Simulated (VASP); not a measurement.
# Ta12F in VASP: a series of runs, part 2 of 2

VASP 6.6.1. Earlier steps stand in the parts before.

**3. Single point, LDA, collinear spin**

Input file INCAR:

```
SYSTEM = Ta12F
PREC     = Accurate       ! precision mode
ENCUT    = 520            ! plane-wave cutoff, eV
EDIFF    = 1E-6           ! SCF threshold, eV
ISMEAR   = 0              ! smearing method
SIGMA    = 0.1            ! smearing width, eV
LREAL    = .FALSE.        ! projectors in reciprocal space
LASPH    = .TRUE.         ! aspherical terms in the spheres
NELM     = 200            ! most SCF steps
ALGO     = Normal         ! electronic algorithm
ISIF     = 2              ! what is computed and relaxed
LWAVE    = .FALSE.        ! write WAVECAR
LCHARG   = .TRUE.         ! write CHGCAR
ISPIN    = 2              ! spin polarisation
MAGMOM   = 0 0 0 0 0 0 0 0 0 0 0 0 1 ! initial moments
LORBIT   = 11             ! projections on sites
LMAXMIX  = 4              ! l up to which the mixer works
LDIPOL   = .TRUE.       
IDIPOL   = 3            
DIPOL    = 0.5 0.5 0.308
LVHAR    = .TRUE.       
LVACPOTAV= .TRUE.       
NBANDS   = 86             ! bands
GGA_COMPAT= .FALSE.      
NELMDL   = -8           
KPAR     = 4
```

Input file KPOINTS:

```
Automatic mesh
0
G
  5 5 1
  0 0 0
```

Input file POSCAR:

```
Ta12F
1.0
    5.6341016702      0.0000000000      0.0000000000
   -1.8780338901      5.3118819959      0.0000000000
    0.0000000000      0.0000000000     21.4444204585
Ta F
12 1
Direct
    0.2500000000      0.2500000000      0.1865287060
    0.2500000000      0.7500000000      0.1865287060
    0.7500000000      0.2500000000      0.1865287060
    0.7500000000      0.7500000000      0.1865287060
    0.0000000000      0.0000000000      0.2901575821
    0.0000000000      0.5000000000      0.2901575821
    0.5000000000      0.0000000000      0.2901575821
    0.5000000000      0.5000000000      0.2901575821
    0.2500000000      0.2500000000      0.3937817054
    0.2500000000      0.7500000000      0.3937817054
    0.7500000000      0.2500000000      0.3937817054
    0.7500000000      0.7500000000      0.3937817054
    0.4166666667      0.4166666667      0.5257507649
```

Potentials or basis: VASP PAW LDA potentials, release 64 (Ta_pv, F).

Launch:

```
$ cat potpaw_LDA.64/Ta_pv/POTCAR potpaw_LDA.64/F/POTCAR > POTCAR
$ mpirun -np 4 vasp_std > vasp.out
```

OUTCAR:

```text
SYSTEM = Ta12F
   PREC = Accurate
   ENCUT = 520
   EDIFF = 1E-6
   ISMEAR = 0
   LREAL = .FALSE.
   LASPH = .TRUE.
   NELM = 200
   ISIF = 2
   ISPIN = 2
   LORBIT = 11
   NELMDL = -8

 ion  position               nearest neighbor table
   1  0.250  0.250  0.187-   5 2.75   8 2.75   3 2.82   3 2.82   2 2.82   2 2.82   7 3.20   6 3.20
                             4 3.25   4 3.25
   2  0.250  0.750  0.187-   6 2.75   7 2.75   4 2.82   4 2.82   1 2.82   1 2.82   5 3.20   8 3.20
                             3 3.25   3 3.25
   3  0.750  0.250  0.187-   6 2.75   7 2.75   1 2.82   1 2.82   4 2.82   4 2.82   5 3.20   8 3.20
                             2 3.25   2 3.25
   4  0.750  0.750  0.187-   5 2.75   8 2.75   2 2.82   2 2.82   3 2.82   3 2.82   7 3.20   6 3.20
                             1 3.25   1 3.25
   5  0.000  0.000  0.290-   9 2.75  12 2.75   1 2.75   4 2.75   7 2.82   7 2.82   6 2.82   6 2.82
                            11 3.20  10 3.20   3 3.20   2 3.20   8 3.25   8 3.25
   6  0.000  0.500  0.290-  10 2.75  11 2.75   2 2.75   3 2.75   8 2.82   8 2.82   5 2.82   5 2.82
                             9 3.20  12 3.20   1 3.20   4 3.20   7 3.25   7 3.25
   7  0.500  0.000  0.290-  10 2.75  11 2.75   2 2.75   3 2.75   5 2.82   5 2.82   8 2.82   8 2.82
                             9 3.20  12 3.20   1 3.20   4 3.20   6 3.25   6 3.25
   8  0.500  0.500  0.290-   9 2.75  12 2.75   1 2.75   4 2.75   6 2.82   6 2.82   7 2.82   7 2.82
                            11 3.20  10 3.20   3 3.20   2 3.20   5 3.25   5 3.25
   9  0.250  0.250  0.394-   5 2.75   8 2.75  11 2.82  11 2.82  10 2.82  10 2.82   7 3.20   6 3.20
                            12 3.25  12 3.25
  10  0.250  0.750  0.394-   6 2.75   7 2.75  12 2.82  12 2.82   9 2.82   9 2.82   5 3.20   8 3.20
                            11 3.25  11 3.25
  11  0.750  0.250  0.394-   6 2.75   7 2.75   9 2.82   9 2.82  12 2.82  12 2.82   5 3.20   8 3.20
                            10 3.25  10 3.25
  12  0.750  0.750  0.394-   5 2.75   8 2.75  10 2.82  10 2.82  11 2.82  11 2.82   7 3.20   6 3.20
                             9 3.25   9 3.25
  13  0.417  0.417  0.526-

  LATTYP: Found a base centered orthorhombic cell.
 ALAT       =     6.5057002319
 B/A-ratio  =     1.4142135624
[... 1738 lines left out ...]
  Total      -11.9998825    -11.1266383     -6.1302236      1.2349538     -0.3075712     -0.2174857
  in kB      -29.9571273    -27.7771153    -15.3038072      3.0830026     -0.7678367     -0.5429425
  external PRESSURE =     -24.3460166 kB  Pullay stress =       0.0000000 kB

 VOLUME and BASIS-vectors are now :
 -----------------------------------------------------------------------------
  energy-cutoff  :      520.00
  volume of cell :      641.78
      direct lattice vectors                 reciprocal lattice vectors
     5.634101670  0.000000000  0.000000000     0.177490585  0.062752398  0.000000000
    -1.878033890  5.311881996  0.000000000     0.000000000  0.188257194  0.000000000
     0.000000000  0.000000000 21.444420459     0.000000000  0.000000000  0.046632177

 POSITION                                       TOTAL-FORCE (eV/Angst)
 -----------------------------------------------------------------------------------
      0.93902      1.32797      4.00000        -0.031686     -0.044811     -0.084254
     -0.00000      3.98391      4.00000         0.001010      0.008630     -0.054333
      3.75607      1.32797      4.00000         0.007800      0.003829     -0.054333
      2.81705      3.98391      4.00000         0.032642      0.046163     -0.055080
      0.00000      0.00000      6.22226        -0.038449     -0.054375     -0.210097
     -0.93902      2.65594      6.22226         0.019033     -0.010764      0.029273
      2.81705      0.00000      6.22226        -0.016493      0.014356      0.029273
      1.87803      2.65594      6.22226         0.015037      0.021266      0.122384
      0.93902      1.32797      8.44442         0.085696      0.121192      1.762275
     -0.00000      3.98391      8.44442        -0.207869      0.078297      0.325400
      3.75607      1.32797      8.44442         0.143109     -0.169882      0.325400
      2.81705      3.98391      8.44442         0.068077      0.096275      0.414006
      1.56503      2.21328     11.27442        -0.077906     -0.110176     -2.549913
 -----------------------------------------------------------------------------------
    total drift:                               -0.000076     -0.000107     -0.000819

  FREE ENERGIE OF THE ION-ELECTRON SYSTEM (eV)
  ---------------------------------------------------
  free  energy   TOTEN  =      -147.3895957978 eV

  energy  without entropy=     -147.3065152280  energy(sigma->0) =     -147.34805551

 vacuum level on the upper side and lower side of the slab         5.924         2.851

 total charge

# of ion       s       p       d       tot
------------------------------------------
    1        0.389   6.100   2.466   8.955
    2        0.389   6.100   2.467   8.956
    3        0.389   6.100   2.467   8.956
    4        0.389   6.099   2.468   8.956
    5        0.388   6.199   2.503   9.090
    6        0.388   6.199   2.498   9.085
    7        0.388   6.199   2.498   9.085
    8        0.389   6.198   2.499   9.086
    9        0.380   6.098   2.442   8.920
   10        0.388   6.090   2.473   8.952
   11        0.388   6.090   2.473   8.952
   12        0.387   6.091   2.471   8.949
   13        1.736   4.165   0.000   5.901
--------------------------------------------------
tot          6.390  77.727  29.725 113.842

 magnetization (x)

# of ion       s       p       d       tot
------------------------------------------
    1        0.000   0.000   0.000   0.000
    2        0.000   0.000   0.000   0.000
    3        0.000   0.000   0.000   0.000
    4        0.000   0.000   0.000   0.000
    5        0.000   0.000   0.000   0.000
    6        0.000   0.000   0.000   0.000
    7        0.000   0.000   0.000   0.000
    8        0.000   0.000   0.000   0.000
    9        0.000   0.000   0.000   0.000
   10        0.000   0.000   0.000   0.000
   11        0.000   0.000   0.000   0.000
   12        0.000   0.000   0.000   0.000
   13        0.000   0.000   0.000   0.000
--------------------------------------------------
tot          0.000   0.000   0.000   0.000
```

It took 11 min on 4 MPI ranks of Intel Xeon 6975P-C (Granite Rapids), shared host; peak memory 1 GiB.

Results:

| Quantity | Value |
| --- | --- |
| Free energy | -147.3896 eV |
| Largest force | 2.553 eV/Å |
| Net moment | 0.00 μB per cell |
| Valence electrons inside the program's atomic spheres | Ta 8.96, 9.09, 8.92, 8.95 (each value once); F 5.90 |

Forces on the atoms (eV/Å):
```
Ta  -0.032 -0.045 -0.084
Ta   0.001  0.009 -0.054
Ta   0.008  0.004 -0.054
Ta   0.033  0.046 -0.055
Ta  -0.038 -0.054 -0.210
Ta   0.019 -0.011  0.029
Ta  -0.016  0.014  0.029
Ta   0.015  0.021  0.122
Ta   0.086  0.121  1.762
Ta  -0.208  0.078  0.325
Ta   0.143 -0.170  0.325
Ta   0.068  0.096  0.414
F   -0.078 -0.110 -2.550
```
